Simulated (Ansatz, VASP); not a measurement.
## PbO: VASP beside Ansatz

INCAR

```
SYSTEM = PbO
PREC = Accurate
ENCUT = 520
EDIFF = 1E-8
ISMEAR = -1
SIGMA = 0.03
LREAL = .False.
LASPH = .True.
NELM = 80
ALGO = Normal
ISIF = 2
LWAVE = .False.
LCHARG = .False.
GGA = CA
LEFG = .True.
NBANDS = 28
```

Contents of KPOINTS:

```
regular mesh
0
Gamma
  7 7 6
  0 0 0
```

The input POSCAR:

```
PbO
1.0
    3.9346560000      0.0000000000      0.0000000000
    0.0000000000      3.9346560000      0.0000000000
    0.0000000000      0.0000000000      5.0220000000
Pb O
2 2
Direct
    0.0000000000      0.5000000000      0.2351000000
    0.5000000000      0.0000000000      0.7649000000
    0.0000000000      0.0000000000      0.0000000000
    0.5000000000      0.5000000000      0.0000000000
```

Input for Ansatz:

```yaml
crystal:
  lattice:
    - [3.934656, 0.0, 0.0]
    - [0.0, 3.934656, 0.0]
    - [0.0, 0.0, 5.022]
  atoms:
    - { symbol: Pb, position: [0.0, 0.5, 0.2351] }
    - { symbol: Pb, position: [0.5, 0.0, 0.7649] }
    - { symbol: O, position: [0.0, 0.0, 0.0] }
    - { symbol: O, position: [0.5, 0.5, 0.0] }
kpoints:
  mp_grid: { grid: [7, 7, 6] }
scf:
  occupations: { method: fermi_dirac, width: 0.03 }
hamiltonian:
  xc: lda
  pseudopotentials: { kind: all_electron, datasets: crystal }
output:
  forces: true
  stress: true
  eigenvalues: true
  efg: { contact_densities: true }
```

Change from the starting cell: equal xx and yy strain of -1 %, crystal datasets.

Alike in both runs: task electric field gradients; functional LDA; k mesh 7 × 7 × 6; occupations fermi-dirac, width 0.03 eV; no spin polarisation.

|  | VASP | Ansatz |
| --- | --- | --- |
| version | VASP 6.6.1 | Ansatz 0.2.0 |
| potentials or method | VASP PAW LDA potentials, release 64 (Pb_d, O), cutoff 520 eV | all-electron PAW with datasets made for the crystal, scalar-relativistic |

```csv
,VASP,Ansatz,Ansatz less VASP
gap on the k mesh at the Fermi level (eV),1.39,1.42,+0.022
pressure (GPa),0.2,0.0,-0.21
"traceless stress, the component that is largest in VASP (GPa)",-0.22,-0.22,-0.006
rms of the force components (eV/Å),0.060,0.031,-0.0291
size of Vzz on the site where it differs most (V/Å²),239.4,227.2,-12.16
```

LDA's correlation is that of Perdew and Zunger in VASP and of Perdew and Wang (1992) in Ansatz. Atom by atom the forces differ by 0.029 eV/Å (rms over components). Ansatz ran all-electron here, and VASP with PAW potentials.

Neither program's run includes spin-orbit coupling.
